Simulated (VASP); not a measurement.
# HfC (Fm-3m) in VASP: a series of runs, part 2 of 2

VASP 6.6.1. Earlier steps stand in the parts before.

### 3 Single point, LDA (volume scaled by 0.888 of the coarse rest volume)

Contents of INCAR:

```
  ALGO = Normal
  EDIFF = 1E-6
  ENCUT = 600
  GGA = CA
  GGA_COMPAT = F
  ISIF = 2
  ISMEAR = -1
  LASPH = T
  LCHARG = T
  LELF = T
  LREAL = F
  LVHAR = T
  LWAVE = F
  NBANDS = 14
  NELM = 120
  PREC = Accurate
  SIGMA = 0.15
```

Contents of KPOINTS:

```
k-points
0
Gamma
  16 16 16
```

Contents of POSCAR:

```
HfC
1.0
    0.0000000000      2.1976000000      2.1976000000
    2.1976000000      0.0000000000      2.1976000000
    2.1976000000      2.1976000000      0.0000000000
Hf C
1 1
Direct
    0.0000000000      0.0000000000      0.0000000000
    0.5000000000      0.5000000000      0.5000000000
```

Potentials or basis: VASP PAW LDA potentials, release 64 (Hf_pv, C).

The run is started by

```console
cat potpaw_LDA.64/Hf_pv/POTCAR potpaw_LDA.64/C/POTCAR > POTCAR
mpirun -np 1 vasp_std > vasp.out
```

OUTCAR:

```text
EDIFF = 1E-6
   ENCUT = 600
   GGA = CA
   ISIF = 2
   ISMEAR = -1
   LASPH = T
   LREAL = F
   NELM = 120
   PREC = Accurate

 ion  position               nearest neighbor table
   1  0.000  0.000  0.000-   2 2.20   2 2.20   2 2.20   2 2.20   2 2.20   2 2.20
   2  0.500  0.500  0.500-   1 2.20   1 2.20   1 2.20   1 2.20   1 2.20   1 2.20

  LATTYP: Found a face centered cubic cell.
 ALAT       =     4.3952000000

  Lattice vectors:

[... 592 lines left out ...]

 [... further k-points ...]

------------------------ aborting loop because EDIFF is reached ----------------------------------------

  FORCE on cell =-STRESS in cart. coord.  units (eV):
  Direction    XX          YY          ZZ          XY          YZ          ZX
  --------------------------------------------------------------------------------------
  -------------------------------------------------------------------------------------
  Total        5.4502919      5.4502919      5.4502919      0.0000000     -0.0000000      0.0000000
  in kB      411.3906416    411.3906416    411.3906416      0.0000000     -0.0000000      0.0000000
  external PRESSURE =     411.3906416 kB  Pullay stress =       0.0000000 kB

 VOLUME and BASIS-vectors are now :
 -----------------------------------------------------------------------------
  energy-cutoff  :      600.00
  volume of cell :       21.23
      direct lattice vectors                 reciprocal lattice vectors
     0.000000000  2.197600000  2.197600000    -0.227520932  0.227520932  0.227520932
     2.197600000  0.000000000  2.197600000     0.227520932 -0.227520932  0.227520932
     2.197600000  2.197600000  0.000000000     0.227520932  0.227520932 -0.227520932

 POSITION                                       TOTAL-FORCE (eV/Angst)
 -----------------------------------------------------------------------------------
      0.00000      0.00000      0.00000        -0.000000     -0.000000     -0.000000
      2.19760      2.19760      2.19760         0.000000      0.000000      0.000000
 -----------------------------------------------------------------------------------
    total drift:                                0.000000      0.000000      0.000000

  FREE ENERGIE OF THE ION-ELECTRON SYSTEM (eV)
  ---------------------------------------------------
  free  energy   TOTEN  =       -22.5873381140 eV

  energy  without entropy=      -22.5663509684  energy(sigma->0) =      -22.57684454
```

stdout:

```text
POSCAR found type information on POSCAR HfC
 POSCAR found :  2 types and       2 ions
 scaLAPACK will be used
 LDA part: xc-table for (Slater(with rela. corr.)+CA(PZ))
 , standard interpolation
 POSCAR, INCAR and KPOINTS ok, starting setup
 FFT: planning ... GRIDC
 FFT: planning ... GRID_SOFT
 FFT: planning ... GRID
 WAVECAR not read
 entering main loop
```

It took 91 s on 1 thread of Intel Xeon 8259CL, shared host; peak memory 0.19 GiB.

Results:

| Quantity | Value |
| --- | --- |
| Free energy | -22.5873 eV |
| Pressure | 41.1 GPa |
| Band gap on the k mesh | zero (band 7 reaches 8.38 eV, above the bottom of band 8 at 6.85 eV) |

Levels at points of the mesh, in eV from the Fermi level:
```
           k point  band 3  band 4  band 5  band 6  band 7  band 8  band 9  band 10  band 11  band 12
(0.00, 0.00, 0.00)  -28.61  -13.00    1.10    1.10    1.10    1.30    1.30     1.30     3.83     3.83
(0.50, 0.00, 0.00)  -28.73   -8.01   -6.95   -3.66   -3.66    6.22    6.22     6.82     7.51    13.65
(0.50, 0.50, 0.00)  -29.04  -11.08   -2.50   -2.18    0.17    0.17    6.26     8.06     8.06    10.71
```

Caveat: spin-orbit coupling is left out, which moves the levels of the heavy elements.

### 4 Single point, LDA (volume scaled by 1.058 of the coarse rest volume)

Contents of INCAR:

```
  PREC = Accurate
  ENCUT = 520
  EDIFF = 1E-7
  ISMEAR = -1
  SIGMA = 0.15
  LREAL = F
  LASPH = T
  NELM = 80
  ALGO = Normal
  ISIF = 2
  LWAVE = F
  LCHARG = F
  NBANDS = 14
```

Contents of KPOINTS:

```
Automatic mesh
0
Gamma
  16 16 16
```

Contents of POSCAR:

```
HfC
1.0
    0.0000000000      2.3298000000      2.3298000000
    2.3298000000      0.0000000000      2.3298000000
    2.3298000000      2.3298000000      0.0000000000
Hf C
1 1
Direct
    0.0000000000      0.0000000000      0.0000000000
    0.5000000000      0.5000000000      0.5000000000
```

The run is started by

```console
cat potpaw_LDA.64/Hf_pv/POTCAR potpaw_LDA.64/C/POTCAR > POTCAR
mpirun -np 1 vasp_std > vasp.out
```

It took 37 s on 1 thread of Intel Xeon 6975P-C (Granite Rapids), shared host; peak memory 0.18 GiB.

Results (log left out):

* Free energy: -22.8500 eV
* Pressure: -12.9 GPa
* Band gap on the k mesh: zero (band 7 reaches 6.82 eV, above the bottom of band 8 at 5.39 eV)

Levels at points of the mesh, in eV from the Fermi level:
```csv
k point,band 5,band 6,band 7,band 8,band 9,band 10
"(0.00, 0.00, 0.00)",1.02,1.02,1.02,1.30,1.30,1.30
"(0.50, 0.00, 0.00)",-6.09,-2.97,-2.97,5.17,5.17,5.66
"(0.50, 0.50, 0.00)",-2.50,-1.80,-0.06,-0.06,5.21,6.58
```

Caveat: spin-orbit coupling is left out, which moves the levels of the heavy elements.

### 5 Summary

```tsv
cell	k mesh	cutoff (eV)	smearing	gap on the mesh (eV)	pressure (GPa)
a = 3.267 Å, angles 60.0°, 2 atoms	6 × 6 × 6	600	gaussian 0.05 eV	none	-7.3
a = 3.108 Å, angles 60.0°, 2 atoms	16 × 16 × 16	600	fermi-dirac 0.15 eV	none	41.1
a = 3.295 Å, angles 60.0°, 2 atoms	16 × 16 × 16	520	fermi-dirac 0.15 eV	none	-12.9
```

Alike in all rows: task single point; level LDA; potentials or basis VASP PAW LDA potentials, release 64 (Hf_pv, C); no spin polarisation.

Caveats: some runs use coarse meshes; spin-orbit coupling is left out, which moves the levels of the heavy elements.

Absolute energies hang on the potentials; compare differences alone.
